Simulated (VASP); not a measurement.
Set up this calculation in VASP 6.6.1, as the native input.

| Item | Value |
| --- | --- |
| Task | single point |
| Functional | PBE |
| Potentials or basis | VASP PAW PBE potentials, release 64 (Nd_3, Sc_sv, Sb), 4f in core |
| Cutoff | 500 eV |
| k mesh | 4 × 4 × 4 |
| Occupations | gaussian, width 0.1 eV |
| Spin | no spin polarisation |
| Dipole correction | no |
| Further INCAR settings | ALGO = Normal; EDIFF = 1e-06; NBANDS = 24 |

The structure of NdScSb2 lies in POSCAR:

```
NdScSb2
1.0
    4.6596261500      0.0000000000      0.0000000000
    0.0000000000      4.6596261500      0.0000000000
    0.0000000000      0.0000000000      5.5519601700
Nd Sc Sb
1 1 2
Direct
    0.5000000000      0.5000000000      0.0000000000
    0.5000000000      0.5000000000      0.5000000000
    0.0000000000      0.0000000000      0.7349989000
    0.0000000000      0.0000000000      0.2650011000
```

The cell was generated, and may not be a known phase.

These files were run (other wordings do the same):

INCAR

```
ALGO = Normal
EDIFF = 1E-6
ENCUT = 500
GGA = PE
GGA_COMPAT = F
ISIF = 2
ISMEAR = 0
LASPH = T
LCHARG = F
LMAXMIX = 6
LREAL = F
LWAVE = F
NBANDS = 24
NELM = 200
PREC = Accurate
SIGMA = 0.1
```

KPOINTS

```
k-points
0
Gamma
  4 4 4
```

Potentials or basis: VASP PAW PBE potentials, release 64 (Nd_3, Sc_sv, Sb), 4f in core.

The run is started by

```sh
$ cat potpaw_PBE.64/Nd_3/POTCAR potpaw_PBE.64/Sc_sv/POTCAR potpaw_PBE.64/Sb/POTCAR > POTCAR
$ mpirun -np 1 vasp_std > vasp.out
```

Results of the run:

```json
{"Pressure": "1.3 GPa", "Largest force": "1.428 eV/Å", "Band gap on the k mesh": "zero (bands 16 and 17 overlap by 1.78 eV)"}
```

Caveat: the stress differs along the axes, from -10 to 25 GPa; spin-orbit coupling is left out, which moves the levels of the heavy elements; the 4f electrons are frozen in the core, so they carry no moment and show no levels; forces of over 1 eV/Å act on the atoms, so gaps and moduli don't describe the material at rest.

It took 39 s on 1 thread of Intel(R) Xeon(R) Platinum 8488C (Sapphire Rapids), with other jobs on the host, peak memory 0.24 GiB.
